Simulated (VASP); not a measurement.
# K (Im-3m) in VASP: a series of runs

K is run at these levels: PBEsol; tasks: single point, relaxation of cell and atoms.

Everything below comes from runs of VASP 6.6.1. Logs are shortened: lines on timing, memory, paths and dates and some standing lists are left out, and cuts for length are marked.

## 1. The cell of the first run

Symmetry: Im-3m, No. 229, cubic system. Conventional cell: a = 5.225 Å, b = 5.225 Å, c = 5.225 Å, α = 90.00°, β = 90.00°, γ = 90.00°.

## 2. Single point, PBEsol

INCAR reads:

```
ALGO = Normal
EDIFF = 1E-6
ENCUT = 500
GGA = PS
GGA_COMPAT = False
ISIF = 2
ISMEAR = 0
LASPH = True
LCHARG = False
LREAL = False
LWAVE = False
NBANDS = 10
NELM = 120
PREC = Accurate
SIGMA = 0.02
```

KPOINTS reads:

```
k-points
0
Gamma
  6 6 6
```

POSCAR reads:

```
K
1.0
   -2.6125000000      2.6125000000      2.6125000000
    2.6125000000     -2.6125000000      2.6125000000
    2.6125000000      2.6125000000     -2.6125000000
K
1
Direct
    0.0000000000      0.0000000000      0.0000000000
```

Potentials or basis: VASP PAW PBE potentials, release 64 (K_sv).

On the command line:

```bash
$ cat potpaw_PBE.64/K_sv/POTCAR > POTCAR
$ mpirun -np 1 vasp_std > vasp.out
```

OUTCAR:

```text
EDIFF = 1E-6
   ENCUT = 500
   GGA = PS
   ISIF = 2
   ISMEAR = 0
   LASPH = True
   LREAL = False
   NELM = 120
   PREC = Accurate

 ion  position               nearest neighbor table
   1  0.000  0.000  0.000-

  LATTYP: Found a body centered cubic cell.
 ALAT       =     5.2250000000

  Lattice vectors:

 A1 = (  -2.6125000000,   2.6125000000,   2.6125000000)
 A2 = (   2.6125000000,  -2.6125000000,   2.6125000000)
 A3 = (   2.6125000000,   2.6125000000,  -2.6125000000)

Analysis of symmetry for initial positions (statically):
=====================================================================
 Subroutine PRICEL returns:
 Original cell was already a primitive cell.

 Routine SETGRP: Setting up the symmetry group for a
 body centered cubic supercell.

 Subroutine GETGRP returns: Found 48 space group operations
 (whereof 48 operations were pure point group operations)
 out of a pool of 48 trial point group operations.

The static configuration has the point symmetry O_h .

Analysis of symmetry for dynamics (positions and initial velocities):
=====================================================================
 Subroutine PRICEL returns:
 Original cell was already a primitive cell.

 Routine SETGRP: Setting up the symmetry group for a
 body centered cubic supercell.

 Subroutine GETGRP returns: Found 48 space group operations
 (whereof 48 operations were pure point group operations)
 out of a pool of 48 trial point group operations.

The dynamic configuration has the point symmetry O_h .

 Subroutine INISYM returns: Found 48 space group operations
 (whereof 48 operations are pure point group operations),
 and found     1 'primitive' translations

----------------------------------------------------------------------------------------

                                     Primitive cell

  volume of cell :      71.3229

  direct lattice vectors                    reciprocal lattice vectors
    -2.612500000  2.612500000  2.612500000     0.000000000  0.191387560  0.191387560
     2.612500000 -2.612500000  2.612500000     0.191387560  0.000000000  0.191387560
     2.612500000  2.612500000 -2.612500000     0.191387560  0.191387560  0.000000000

  length of vectors
     4.524982735  4.524982735  4.524982735     0.270662883  0.270662883  0.270662883

  position of ions in fractional coordinates (direct lattice)
     0.000000000  0.000000000  0.000000000

[... 69 lines left out ...]
   NSW    =      0    number of steps for IOM
   IBRION =     -1    ionic relax: 0-MD 1-quasi-New 2-CG
   NFREE  =      0    steps in history (QN), initial steepest desc. (CG)
   ISIF   =      2    stress and relaxation
   ISYM   =      2    0-nonsym 1-usesym 2-fastsym
   POTIM  = 0.5000    time-step for ionic-motion
   TEBEG  =    0.0;   TEEND  =   0.0 temperature during run
   PSTRESS=    0.0 pullay stress
   NELECT =       9.0000    total number of electrons
   NUPDOWN=      -1.0000    fix difference up-down
   EMIN   =  10.00;   EMAX   =-10.00  energy-range for DOS
   EFERMI =   0.00;   METHOD = LEGACY
   ISMEAR =     0;   SIGMA  =   0.02  broadening in eV -4-tet -1-fermi 0-gaus
   EFERMI_NEDOS =   21; number of points for ismear=-14 and -15
   IALGO  =     38    algorithm
   IMIX   =      4    mixing-type and parameters
     AMIX     =   0.40;   BMIX     =  1.00
     AMIX_MAG =   1.60;   BMIX_MAG =  1.00
  volume/ion in A,a.u.               =      71.32       481.31
  Fermi-wavevector in a.u.,A,eV,Ry     =   0.821131  1.551714  9.173822  0.674257
  Thomas-Fermi vector in A             =   1.932236
   LORBIT       =      0    0 simple, 1 ext, 2 COOP (PROOUT), +10 PAW based schemes
   GGA     = PS    functional components
   LHFCALC =     F    Hartree Fock is set to
   AEXX    =    0.0000 exact exchange contribution
   IVDW    =     0    specifies the selected vdW correction
   LEPSILON=     F    determine dielectric tensor
   LRPA    =     F    only Hartree local field effects (RPA)
 non-spin polarized calculation
 Gauss-broadening in eV      SIGMA  =   0.02
  energy-cutoff  :      500.00
  volume of cell :       71.32
 maximum number of plane-waves:      1865
 NGX is ok and might be reduce to    36
   NGX = 17   NGY = 17   NGZ = 17

 number of electron       9.0000000 magnetization

 Free energy of the ion-electron system (eV)
  ---------------------------------------------------
  ext. energy  EPLUGINS =         0.00000000
  ---------------------------------------------------
  free energy    TOTEN  =        -1.10863384 eV

  energy without entropy =       -1.10615717  energy(sigma->0) =       -1.10739550

 E-fermi :  -0.0712     XC(G=0):  -5.7733

 val. band max:       -0.3497932726   @ k =   0.1667   0.1667   0.1667
 cond. band min:      -0.0689884475   @ k =   0.3333   0.1667   0.0000
 fundamental gap:      0.2808048251
 Fermi energy:        -0.0712131566

 k-point     1 :       0.0000    0.0000    0.0000
  band No.  band energies     occupation
      1     -32.0733      2.00000
      2     -15.5808      2.00000
      3     -15.5808      2.00000
      4     -15.5808      2.00000
      5      -2.3031      2.00000
      6       4.2252      0.00000
      7       4.2252      0.00000
      8       4.2252      0.00000
      9       5.1659      0.00000
     10       5.1659      0.00000
[... 183 lines left out ...]
 k-point    16 :       0.5000    0.5000    0.5000
  band No.  band energies     occupation
      1     -32.0646      2.00000
      2     -15.6359      2.00000
      3     -15.6359      2.00000
      4     -15.6359      2.00000
      5       1.5598      0.00000
      6       1.5598      0.00000
      7       3.4492      0.00000
      8       3.4492      0.00000
      9       3.4492      0.00000
     10       5.6197      0.00000

------------------------ aborting loop because EDIFF is reached ----------------------------------------

  FORCE on cell =-STRESS in cart. coord.  units (eV):
  Direction    XX          YY          ZZ          XY          YZ          ZX
  --------------------------------------------------------------------------------------
  -------------------------------------------------------------------------------------
  Total       -0.0016222     -0.0016222     -0.0016222      0.0000000     -0.0000000      0.0000000
  in kB       -0.0364413     -0.0364413     -0.0364413      0.0000000     -0.0000000      0.0000000
  external PRESSURE =      -0.0364413 kB  Pullay stress =       0.0000000 kB

 VOLUME and BASIS-vectors are now :
 -----------------------------------------------------------------------------
  energy-cutoff  :      500.00
  volume of cell :       71.32
      direct lattice vectors                 reciprocal lattice vectors
    -2.612500000  2.612500000  2.612500000     0.000000000  0.191387560  0.191387560
     2.612500000 -2.612500000  2.612500000     0.191387560  0.000000000  0.191387560
     2.612500000  2.612500000 -2.612500000     0.191387560  0.191387560  0.000000000

 POSITION                                       TOTAL-FORCE (eV/Angst)
 -----------------------------------------------------------------------------------
      0.00000      0.00000      0.00000         0.000000      0.000000      0.000000
 -----------------------------------------------------------------------------------
    total drift:                               -0.000000      0.000000      0.000000

  FREE ENERGIE OF THE ION-ELECTRON SYSTEM (eV)
  ---------------------------------------------------
  free  energy   TOTEN  =        -1.1086338410 eV

  energy  without entropy=       -1.1061571668  energy(sigma->0) =       -1.10739550
```

OSZICAR:

```text
N       E                     dE             d eps       ncg     rms          rms(c)
DAV:   1     0.478157219118E+02    0.47816E+02   -0.34858E+03   320   0.663E+02
DAV:   2     0.716967329229E+00   -0.47099E+02   -0.46233E+02   346   0.188E+02
DAV:   3    -0.101299533156E+01   -0.17300E+01   -0.17270E+01   464   0.305E+01
DAV:   4    -0.111026565144E+01   -0.97270E-01   -0.97193E-01   460   0.564E+00
DAV:   5    -0.111096052148E+01   -0.69487E-03   -0.69484E-03   478   0.474E-01    0.205E+00
DAV:   6    -0.110904977938E+01    0.19107E-02   -0.35526E-03   482   0.402E-01    0.133E+00
DAV:   7    -0.110860289396E+01    0.44689E-03   -0.58620E-03   444   0.487E-01    0.871E-02
DAV:   8    -0.110861870161E+01   -0.15808E-04   -0.45217E-04   440   0.217E-01    0.315E-02
DAV:   9    -0.110863574333E+01   -0.17042E-04   -0.24693E-05   446   0.456E-02    0.187E-02
DAV:  10    -0.110863412656E+01    0.16168E-05   -0.11933E-05   464   0.257E-02    0.399E-03
DAV:  11    -0.110863384096E+01    0.28561E-06   -0.15427E-07   230   0.361E-03
   1 F= -.11086338E+01 E0= -.11073955E+01  d E =-.247667E-02
```

stdout:

```text
POSCAR found type information on POSCAR K
 POSCAR found :  1 types and       1 ions
 scaLAPACK will be used
 -----------------------------------------------------------------------------
|                                                                             |
|                                                                             |
|     You enforced a specific xc type in the INCAR file but a different       |
|     I HOPE YOU KNOW WHAT YOU ARE DOING!                                     |
|                                                                             |
 -----------------------------------------------------------------------------

 LDA part: xc-table for (Slater+PW92), standard interpolation
 POSCAR, INCAR and KPOINTS ok, starting setup
 FFT: planning ... GRIDC
 FFT: planning ... GRID_SOFT
 FFT: planning ... GRID
 WAVECAR not read
 entering main loop
```

Wall time 14 s (1 thread of Intel Xeon Platinum 8259CL at 2.50GHz (Skylake/Cascade Lake), shared host); peak memory 0.19 GiB.

What came out:

* Free energy: -1.1086 eV
* Pressure: 0.0 GPa
* Band gap on the k mesh: zero (an odd number of electrons rules out a gap without spin polarisation)

Caveat: the PAW data sets were made with another functional, which shifts forces and pressure a little.

## 3. Single point, PBEsol

INCAR reads:

```
SYSTEM = K
  PREC = Accurate
  ENCUT = 500
  EDIFF = 1E-6
  ISMEAR = 0
  SIGMA = 0.02
  LREAL = .False.
  LASPH = .True.
  NELM = 120
  ALGO = Normal
  ISIF = 2
  LWAVE = .False.
  LCHARG = .True.
  GGA = PS
  LELF = .True.
  LVHAR = .True.
  NBANDS = 10
  GGA_COMPAT = .False.
```

KPOINTS reads:

```
regular mesh
0
Gamma
  6 6 6
  0 0 0
```

POSCAR is that of step 2.

Potentials or basis: VASP PAW PBE potentials, release 64 (K_sv).

On the command line:

```bash
$ cat potpaw_PBE.64/K_sv/POTCAR > POTCAR
$ mpirun -np 1 vasp_std > vasp.out
```

It took 12 s on 1 thread of Intel Xeon Platinum 8259CL at 2.50GHz (Skylake/Cascade Lake), shared host; peak memory 0.2 GiB.

Results (log left out):

* Free energy: -1.1086 eV
* Pressure: 0.0 GPa
* Band gap on the k mesh: zero (an odd number of electrons rules out a gap without spin polarisation)

Levels at points of the mesh, in eV from the Fermi level:
```
           k point  band 2  band 3  band 4  band 5  band 6  band 7
(0.00, 0.00, 0.00)  -15.51  -15.51  -15.51   -2.23    4.30    4.30
(0.50, 0.00, 0.00)  -15.59  -15.54  -15.51    0.41    0.67    3.14
(0.50, 0.50, 0.50)  -15.56  -15.56  -15.56    1.63    1.63    3.52
```

Caveat: the PAW data sets were made with another functional, which shifts forces and pressure a little.

## 4. Relaxation of cell and atoms, PBEsol

INCAR reads:

```
SYSTEM = K
PREC     = Accurate       ! precision mode
ENCUT    = 500            ! plane-wave cutoff, eV
EDIFF    = 1E-7           ! SCF threshold, eV
ISMEAR   = 0              ! smearing method
SIGMA    = 0.02           ! smearing width, eV
LREAL    = .FALSE.        ! projectors in reciprocal space
LASPH    = .TRUE.         ! aspherical terms in the spheres
NELM     = 120            ! most SCF steps
ALGO     = Normal         ! electronic algorithm
ISIF     = 3              ! what is computed and relaxed
LWAVE    = .FALSE.        ! write WAVECAR
LCHARG   = .FALSE.        ! write CHGCAR
GGA      = PS             ! functional
IBRION   = 2              ! ionic algorithm
NSW      = 80             ! ionic steps
EDIFFG   = -0.01          ! ionic threshold
GGA_COMPAT= .FALSE.      
NELMIN   = 4
```

KPOINTS reads:

```
regular mesh
0
G
  6 6 6
  0 0 0
```

POSCAR is that of step 3.

On the command line:

```bash
$ cat potpaw_PBE.64/K_sv/POTCAR > POTCAR
$ mpirun -np 1 vasp_std > vasp.out
```

It took 13 s on 1 thread of Intel Xeon Platinum 8259CL at 2.50GHz (Skylake/Cascade Lake), shared host; peak memory 0.19 GiB.

Results (log left out):

```yaml
Free_energy: -1.1086 eV
Pressure_after_relaxing: 0.0 GPa
Band_gap_on_the_k_mesh: zero (an odd number of electrons rules out a gap without spin polarisation)
```

Final structure:
```cif
data_structure
_symmetry_space_group_name_H-M 'P 1'
_symmetry_Int_Tables_number 1
_cell_length_a 4.5250
_cell_length_b 4.5250
_cell_length_c 4.5250
_cell_angle_alpha 109.471
_cell_angle_beta 109.471
_cell_angle_gamma 109.471
_cell_volume 71.32
loop_
_atom_site_label
_atom_site_type_symbol
_atom_site_fract_x
_atom_site_fract_y
_atom_site_fract_z
_atom_site_occupancy
K1 K 0.00000 0.00000 0.00000 1
```

Levels at points of the mesh, in eV from the Fermi level:
| k point | band 2 | band 3 | band 4 | band 5 | band 6 | band 7 |
| --- | --- | --- | --- | --- | --- | --- |
| (0.00, 0.00, 0.00) | -15.51 | -15.51 | -15.51 | -2.23 | 4.30 | 4.30 |
| (0.50, 0.00, 0.00) | -15.59 | -15.54 | -15.51 | 0.41 | 0.67 | 3.14 |
| (0.50, 0.50, 0.50) | -15.56 | -15.56 | -15.56 | 1.63 | 1.63 | 3.52 |

Caveat: the relaxation stopped at its first step, so nothing moved; the PAW data sets were made with another functional, which shifts forces and pressure a little.
